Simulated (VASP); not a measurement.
# CoO (R-3m) in VASP: single point with PBEsol

Aim: the single point of CoO with PBEsol.

Program: VASP 6.6.1. These are calculated values, not measurements. Logs are shortened: lines on timing, memory, paths and dates and some standing lists are left out, and cuts for length are marked.

### Step 1. The cell of the first run

The structure is trigonal, space group R-3m (No. 166). The conventional cell has a = 3.252 Å, b = 3.252 Å, c = 7.613 Å, α = 90.00°, β = 90.00°, γ = 120.00°. Co (site symmetry -3m) has 6 O at 2.27 Å within 3.0 Å. Within 3.0 Å of O (site symmetry -3m) lie 6 Co at 2.27 Å.

### Step 2. Single point, PBEsol, collinear spin, ferromagnetic start (strain +0.080 along x and y, +0.040 along z)

INCAR reads:

```
SYSTEM = CoO
PREC = Accurate ; ENCUT = 520
EDIFF = 1E-6 ; ISMEAR = 0
SIGMA = 0.15 ; LREAL = .False.
LASPH = .True. ; NELM = 150
ALGO = Normal ; ISIF = 2
LWAVE = .False. ; LCHARG = .False.
ISPIN = 2 ; MAGMOM = 2.64 0.33
LORBIT = 11 ; LMAXMIX = 4
GGA = PS ; NBANDS = 18
```

KPOINTS reads:

```
Automatic mesh
0
Gamma
  18 18 18
  0 0 0
```

POSCAR reads:

```
CoO
1.0
    1.6259071081      0.9387179065      2.5375239824
   -1.6259071081      0.9387179065      2.5375239824
    0.0000000000     -1.8774358131      2.5375239824
Co O
1 1
Direct
    0.0000000000      0.0000000000      0.0000000000
    0.5000000000      0.5000000000      0.5000000000
```

Potentials or basis: VASP PAW PBE potentials, release 64 (Co, O).

The run is started by

```bash
> cat potpaw_PBE.64/Co/POTCAR potpaw_PBE.64/O/POTCAR > POTCAR
> mpirun -np 1 vasp_std > vasp.out
```

OUTCAR:

```text
SYSTEM = CoO
   PREC = Accurate
   ENCUT = 520
   EDIFF = 1E-6
   ISMEAR = 0
   LREAL = .False.
   LASPH = .True.
   NELM = 150
   ISIF = 2
   ISPIN = 2
   LORBIT = 11
   GGA = PS

 ion  position               nearest neighbor table
   1  0.000  0.000  0.000-   2 2.27   2 2.27   2 2.27   2 2.27   2 2.27   2 2.27
   2  0.500  0.500  0.500-   1 2.27   1 2.27   1 2.27   1 2.27   1 2.27   1 2.27

  LATTYP: Found a trigonal (rhomboedric) cell.
 ALAT       =     3.1565476701
 COS(alpha) =     0.4693639515

  Lattice vectors:

 A1 = (   1.6259071081,   0.9387179065,   2.5375239824)
 A2 = (  -1.6259071081,   0.9387179065,   2.5375239824)
 A3 = (   0.0000000000,  -1.8774358131,   2.5375239824)

Analysis of symmetry for initial positions (statically):
=====================================================================
 Subroutine PRICEL returns:
 Original cell was already a primitive cell.

 Routine SETGRP: Setting up the symmetry group for a
 trigonal (rhombohedral) supercell.

 Subroutine GETGRP returns: Found 12 space group operations
 (whereof 12 operations were pure point group operations)
 out of a pool of 12 trial point group operations.

The static configuration has the point symmetry D_3d.

Analysis of symmetry for dynamics (positions and initial velocities):
=====================================================================
 Subroutine PRICEL returns:
 Original cell was already a primitive cell.

 Routine SETGRP: Setting up the symmetry group for a
 trigonal (rhombohedral) supercell.

 Subroutine GETGRP returns: Found 12 space group operations
 (whereof 12 operations were pure point group operations)
 out of a pool of 12 trial point group operations.

The dynamic configuration has the point symmetry D_3d.

Analysis of structural, dynamic, and magnetic symmetry:
=====================================================================
 Subroutine PRICEL returns:
 Original cell was already a primitive cell.

 Routine SETGRP: Setting up the symmetry group for a
 trigonal (rhombohedral) supercell.

 Subroutine GETGRP returns: Found 12 space group operations
 (whereof 12 operations were pure point group operations)
 out of a pool of 12 trial point group operations.

The overall configuration has the point symmetry D_3d.

 Subroutine INISYM returns: Found 12 space group operations
 (whereof 12 operations are pure point group operations),
 and found     1 'primitive' translations

----------------------------------------------------------------------------------------

                                     Primitive cell

  volume of cell :      23.2377

  direct lattice vectors                    reciprocal lattice vectors
     1.625907108  0.938717906  2.537523982     0.307520643  0.177547126  0.131361648
    -1.625907108  0.938717906  2.537523982    -0.307520643  0.177547126  0.131361648
     0.000000000 -1.877435813  2.537523982     0.000000000 -0.355094253  0.131361648

  length of vectors
     3.156547670  3.156547670  3.156547670     0.378613009  0.378613009  0.378613009

  position of ions in fractional coordinates (direct lattice)
     0.000000000  0.000000000  0.000000000
     0.500000000  0.500000000  0.500000000

  ion indices of the primitive-cell ions
   primitive index   ion index
                 1           1
                 2           2

----------------------------------------------------------------------------------------

 KPOINTS: Automatic mesh

Automatic generation of k-mesh.
 Grid dimensions read from file:
 generate k-points for:   18   18   18

 Generating k-lattice:

  Cartesian coordinates                     Fractional coordinates (reciprocal lattice)
     0.017084480  0.009863729  0.007297869     0.055555556  0.000000000  0.000000000
    -0.017084480  0.009863729  0.007297869     0.000000000  0.055555556  0.000000000
     0.000000000 -0.019727458  0.007297869     0.000000000  0.000000000  0.055555556

  Length of vectors
     0.021034056  0.021034056  0.021034056

  Shift w.r.t. Gamma in fractional coordinates (k-lattice)
     0.000000000  0.000000000  0.000000000

 Subroutine IBZKPT returns following result:
 ===========================================

 Found    580 irreducible k-points:

 Following reciprocal coordinates:
            Coordinates               Weight
  0.000000  0.000000  0.000000      1.000000
  0.055556  0.000000  0.000000      6.000000
  0.111111  0.000000  0.000000      6.000000
  0.166667  0.000000 -0.000000      6.000000
  0.222222  0.000000  0.000000      6.000000
  0.277778 -0.000000  0.000000      6.000000
[... 16 lines left out ...]
 -0.277778  0.055556 -0.000000     12.000000
 -0.222222  0.055556  0.000000     12.000000
 [... further k-points ...]
   k-points           NKPTS =    580   k-points in BZ     NKDIM =    580   number of bands    NBANDS=     18
   number of dos      NEDOS =    301   number of ions     NIONS =      2
   total plane-waves  NPLWV =  13824
   dimension x,y,z NGX =    24 NGY =   24 NGZ =   24
   dimension x,y,z NGXF=    48 NGYF=   48 NGZF=   48
   ions per type =               1   1
   NGX,Y,Z   is equivalent  to a cutoff of  12.64, 12.64, 12.64 a.u.
   NGXF,Y,Z  is equivalent  to a cutoff of  25.28, 25.28, 25.28 a.u.
 SYSTEM =  CoO
   PREC   = accura    normal or accurate (medium, high low for compatibility)
   ISTART =      0    job   : 0-new  1-cont  2-samecut
   ICHARG =      2    charge: 1-file 2-atom 10-const
   ISPIN  =      2    spin polarized calculation?
   LNONCOLLINEAR =      F non collinear calculations
   LSORBIT =      F    spin-orbit coupling
   LASPH  =      T    aspherical Exc in radial PAW
   ENCUT  =  520.0 eV  38.22 Ry    6.18 a.u.   5.87  5.87  5.87*2*pi/ulx,y,z
   NELM   =    150;   NELMIN=  2; NELMDL= -5     # of ELM steps
   EDIFF  = 0.1E-05   stopping-criterion for ELM
   LREAL  =      F    real-space projection
   EDIFFG = 0.1E-04   stopping-criterion for IOM
   NSW    =      0    number of steps for IOM
   IBRION =     -1    ionic relax: 0-MD 1-quasi-New 2-CG
   NFREE  =      0    steps in history (QN), initial steepest desc. (CG)
   ISIF   =      2    stress and relaxation
   ISYM   =      2    0-nonsym 1-usesym 2-fastsym
   POTIM  = 0.5000    time-step for ionic-motion
   TEBEG  =    0.0;   TEEND  =   0.0 temperature during run
   PSTRESS=    0.0 pullay stress
   NELECT =      15.0000    total number of electrons
   NUPDOWN=      -1.0000    fix difference up-down
   EMIN   =  10.00;   EMAX   =-10.00  energy-range for DOS
   EFERMI =   0.00;   METHOD = LEGACY
   ISMEAR =     0;   SIGMA  =   0.15  broadening in eV -4-tet -1-fermi 0-gaus
   EFERMI_NEDOS =   21; number of points for ismear=-14 and -15
   IALGO  =     38    algorithm
   IMIX   =      4    mixing-type and parameters
     AMIX     =   0.40;   BMIX     =  1.00
     AMIX_MAG =   1.60;   BMIX_MAG =  1.00
  volume/ion in A,a.u.               =      11.62        78.41
  Fermi-wavevector in a.u.,A,eV,Ry     =   1.414842  2.673663 27.235828  2.001777
  Thomas-Fermi vector in A             =   2.536342
   LORBIT       =     11    0 simple, 1 ext, 2 COOP (PROOUT), +10 PAW based schemes
   GGA     = PS    functional components
   LHFCALC =     F    Hartree Fock is set to
   AEXX    =    0.0000 exact exchange contribution
   IVDW    =     0    specifies the selected vdW correction
   LEPSILON=     F    determine dielectric tensor
   LRPA    =     F    only Hartree local field effects (RPA)
 spin polarized calculation
 Gauss-broadening in eV      SIGMA  =   0.15
  energy-cutoff  :      520.00
  volume of cell :       23.24
 maximum number of plane-waves:       637
   NGX = 11   NGY = 11   NGZ = 11

 number of electron      15.0000003 magnetization       2.9979578

 Free energy of the ion-electron system (eV)
  ---------------------------------------------------
  ext. energy  EPLUGINS =         0.00000000
  ---------------------------------------------------
  free energy    TOTEN  =       -13.42685397 eV

  energy without entropy =      -13.37580935  energy(sigma->0) =      -13.40133166

 E-fermi :   5.4222     XC(G=0): -11.6388

 val. band max:        5.4220957567   @ k =  -0.4444  -0.4444   0.3333
 cond. band min:       5.4222986185   @ k =  -0.1667  -0.2222   0.1111
 fundamental gap:      0.0002028617
 Fermi energy:         5.4222133401

 spin component 1

 k-point     1 :       0.0000    0.0000    0.0000
  band No.  band energies     occupation
      1     -13.2877      1.00000
      2       2.2584      1.00000
      3       2.2584      1.00000
      4       2.4898      1.00000
      5       2.4898      1.00000
      6       2.6606      1.00000
[... 10 lines left out ...]
     17      24.3691      0.00000
     18      28.0043      0.00000
[... 463 lines left out ...]
 k-point    24 :      -0.2222    0.0556    0.0000
  band No.  band energies     occupation
      1     -12.9146      1.00000
      2       0.2028      1.00000
      3       0.9832      1.00000
      4       1.1980      1.00000
      5       2.6975      1.00000
      6       2.7953      1.00000
[... 10 lines left out ...]
     17      29.4401      0.00000
     18      30.6594      0.00000

 [... further k-points ...]

 spin component 2

 k-point     1 :       0.0000    0.0000    0.0000
  band No.  band energies     occupation
      1     -12.7421      1.00000
      2       3.4255      1.00000
      3       3.4255      1.00000
      4       3.6767      1.00000
      5       4.5995      1.00000
      6       4.5995      1.00000
[... 10 lines left out ...]
     17      25.2674      0.00000
     18      28.7441      0.00000
[... 463 lines left out ...]
 k-point    24 :      -0.2222    0.0556    0.0000
  band No.  band energies     occupation
      1     -12.3548      1.00000
      2       0.8950      1.00000
      3       2.4382      1.00000
      4       2.6114      1.00000
      5       4.9317      1.00000
      6       5.0301      0.99989
[... 10 lines left out ...]
     17      29.8240      0.00000
     18      31.3287      0.00000

 [... further k-points ...]

------------------------ aborting loop because EDIFF is reached ----------------------------------------

  FORCE on cell =-STRESS in cart. coord.  units (eV):
  Direction    XX          YY          ZZ          XY          YZ          ZX
  --------------------------------------------------------------------------------------
  -------------------------------------------------------------------------------------
  Total       -4.5098793     -4.5098793     -4.2205055      0.0000000      0.0000000     -0.0000000
  in kB     -310.9447717   -310.9447717   -290.9931822      0.0000000      0.0000000     -0.0000000
  external PRESSURE =    -304.2942419 kB  Pullay stress =       0.0000000 kB

 VOLUME and BASIS-vectors are now :
 -----------------------------------------------------------------------------
  energy-cutoff  :      520.00
  volume of cell :       23.24
      direct lattice vectors                 reciprocal lattice vectors
     1.625907108  0.938717906  2.537523982     0.307520643  0.177547126  0.131361648
    -1.625907108  0.938717906  2.537523982    -0.307520643  0.177547126  0.131361648
     0.000000000 -1.877435813  2.537523982     0.000000000 -0.355094253  0.131361648

 POSITION                                       TOTAL-FORCE (eV/Angst)
 -----------------------------------------------------------------------------------
      0.00000      0.00000      0.00000        -0.000000     -0.000000     -0.000000
      0.00000     -0.00000      3.80629         0.000000      0.000000      0.000000
 -----------------------------------------------------------------------------------
    total drift:                               -0.000000      0.000000     -0.000000

  FREE ENERGIE OF THE ION-ELECTRON SYSTEM (eV)
  ---------------------------------------------------
  free  energy   TOTEN  =       -13.4268539740 eV

  energy  without entropy=      -13.3758093503  energy(sigma->0) =      -13.40133166

 total charge

# of ion       s       p       d       tot
------------------------------------------
    1        0.254   0.255   7.046   7.556
    2        1.554   3.312   0.000   4.866
--------------------------------------------------
tot          1.808   3.567   7.046  12.421

 magnetization (x)

# of ion       s       p       d       tot
------------------------------------------
    1        0.018   0.013   2.588   2.619
    2        0.023   0.294   0.000   0.316
--------------------------------------------------
tot          0.040   0.307   2.588   2.935
```

Wall time 3.7 min (1 thread of Intel Xeon Platinum 8488C (Sapphire Rapids), shared host); peak memory 0.44 GiB.

What came out:

- Free energy: -13.4269 eV
- Pressure: -30.4 GPa
- Band gap on the k mesh: zero (filled and empty bands overlap)
- Net moment: 3.00 μB per cell
- Site moments: Co +2.62; O +0.32 μB
- Valence electrons inside the program's atomic spheres: Co 7.56; O 4.87

Levels at points of the mesh, in eV from the Fermi level:
Spin up:
```
           k point  band 6  band 7  band 8  band 9  band 10  band 11  band 12  band 13
(0.00, 0.00, 0.00)   -2.76   -2.59   -2.59   -2.35     0.06    15.90    16.23    16.23
(0.50, 0.00, 0.00)   -2.34   -1.96   -0.32   -0.28     4.57     7.46    12.04    12.57
(0.50, 0.50, 0.00)   -2.92   -2.68   -2.21   -2.16     4.60     8.54    10.77    13.34
(0.50, 0.50, 0.50)   -2.38   -1.80   -0.27   -0.27     4.33     8.02    11.52    11.52
```
Spin down:
```
           k point  band 3  band 4  band 5  band 6  band 7  band 8  band 9  band 10
(0.00, 0.00, 0.00)   -2.00   -1.75   -0.82   -0.82   -0.72    0.09    0.09     0.62
(0.50, 0.00, 0.00)   -3.63   -3.41   -0.15   -0.10    0.19    2.07    2.14     4.87
(0.50, 0.50, 0.00)   -3.10   -2.81   -1.59    0.09    0.11    0.43    0.60     5.44
(0.50, 0.50, 0.50)   -3.74   -3.74   -0.02   -0.02    0.20    2.17    2.17     4.62
```

Caveat: the cell differs from its parent crystal (strain +0.080 along x and y, +0.040 along z); the cell stands under tension; the PAW data sets were made with another functional, which shifts forces and pressure a little; a cell with one magnetic atom can't hold antiferromagnetic order, which such compounds often take; semilocal functionals often make such compounds metallic where correlation or magnetic order opens a gap, which also shifts bond lengths.
